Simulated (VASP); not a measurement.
Runs of VASP 6.6.1 on GaSb. The structure is that of space group I-4m2 (No. 119), or close to it. The cells are those of the table. 

| cell | gap on the mesh (eV) | pressure (GPa) |
| --- | --- | --- |
| a = 4.299, b = 4.299, c = 4.385 Å, angles 59.3, 59.3, 61.3°, 2 atoms | 0.14 | -0.1 |
| a = 4.274, b = 4.274, c = 4.448 Å, angles 58.6, 58.6, 62.7°, 2 atoms | (a) | -0.1 |
| a = 4.405, b = 4.405, c = 4.191 Å, angles 61.6, 61.6, 56.8°, 2 atoms | none | -0.1 |
| a = 4.818, b = 4.818, c = 3.779 Å, angles 66.9, 66.9, 46.2°, 2 atoms | none | -0.7 |
| a = 4.212, b = 4.212, c = 4.994 Å, angles 53.6, 53.6, 72.7°, 2 atoms | none | -3.0 |

Alike in all rows: task single point; level PBEsol; potentials or basis VASP PAW PBE potentials, release 64 (Ga_d, Sb); no spin polarisation; k mesh 16 × 16 × 16; cutoff (eV) 520; smearing gaussian 0.15 eV.

Question: Estimate the missing entries.

Answer: (a) 0.19.

Caveats: the PAW data sets were made with another functional, which shifts forces and pressure a little; spin-orbit coupling is left out, which moves the levels of the heavy elements; semilocal functionals underestimate gaps, and a narrow one can read as zero (at least some runs); the stress differs along the axes, from -6 to 2 GPa (at least some runs); the cell stands under tension (at least some runs).

A k mesh can miss the band edges, and the runs leave out spin-orbit coupling on Ga, Sb.

A gap of «none» marks levels without a gap at the run's occupations.
